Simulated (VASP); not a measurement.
Here is a VASP 6.6.1 calculation.

The input POSCAR:

```
Ti
1.0
    0.0000000000      2.1315000000      2.0807500000
    2.1315000000      0.0000000000      2.0807500000
    2.1315000000      2.1315000000      0.0000000000
Ti
1
Direct
    0.0000000000      0.0000000000      0.0000000000
```

File INCAR.step1:

```
  PREC = Accurate
  ENCUT = 520
  ISMEAR = 0
  SIGMA = 0.15
  LREAL = F
  LASPH = T
  NELM = 60
  NBANDS = 12
  GGA = PE
  ALGO = Normal
  EDIFF = 1E-4
  LWAVE = T
  LCHARG = F
```

File INCAR.step2:

```
  PREC = Accurate
  ENCUT = 520
  EDIFF = 1E-7
  ISMEAR = 0
  SIGMA = 0.15
  LREAL = F
  LASPH = T
  NELM = 60
  ALGO = Normal
  ISIF = 2
  LWAVE = F
  LCHARG = T
  METAGGA = R2SCAN
  LMIXTAU = T
  LELF = T
  LVHAR = T
  NBANDS = 12
  ISTART = 1
```

Contents of KPOINTS:

```
Automatic mesh
0
Gamma
  20 20 20
```

Potentials or basis: VASP PAW PBE potentials, release 64 (Ti_sv).

Command:

```bash
$ cat potpaw_PBE.64/Ti_sv/POTCAR > POTCAR
$ cp INCAR.step1 INCAR
$ mpirun -np 1 vasp_std > vasp.out
$ cp INCAR.step2 INCAR
$ mpirun -np 1 vasp_std > vasp.out
```

Task: Predict the pressure.

Result: -7.9 GPa.

Task: What does it give for the band gap on the k mesh?

Result: Zero (bands 6 and 7 overlap by 1.34 eV).

Stress tensor (GPa, compression positive):
```
-8.18  0.00  0.00
 0.00 -8.18  0.00
 0.00  0.00 -7.34
```

Caveat: the cell differs from its parent crystal (strain +0.050 along x and y, +0.025 along z); the cell stands under tension; the PAW data sets were made with another functional, which shifts forces and pressure a little.
